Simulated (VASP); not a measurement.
**AlNi: vibrations by perturbation theory with LDA**

Crystal: AlNi.

```
CELL_PARAMETERS angstrom
2.83302 0.00000 0.00000
0.00000 2.83302 0.00000
0.00000 0.00000 2.83302
ATOMIC_POSITIONS crystal
Al 0.00000 0.00000 0.00000
Ni 0.50000 0.50000 0.50000
```

```json
{
  "Program": "VASP 6.6.1",
  "Task": "vibrations by perturbation theory",
  "Functional": "LDA",
  "Potentials or basis": "VASP PAW LDA potentials, release 64 (Al, Ni)",
  "Cutoff": "520 eV",
  "k mesh": "12 × 12 × 12",
  "Occupations": "fermi-dirac, width 0.08 eV",
  "Spin": "no spin polarisation",
  "Dipole correction": "no",
  "Further INCAR settings": "ALGO = Normal; EDIFF = 1e-08; IBRION = 8; NSW = 1"
}
```

```yaml
Highest_phonon_frequency_at_Γ: 309 cm⁻¹
```

Phonon frequencies in cm⁻¹ (negative: imaginary):
```
              q point        frequencies
(0.000, 0.000, 0.000)  0 0 0 309 309 309
```

Run time: 110 s on 1 thread of Intel Xeon 8259CL, with other jobs on the host, peak memory 0.25 GiB.

Spin polarisation is off, so any magnetic state and its effect on volume and gap are missing.
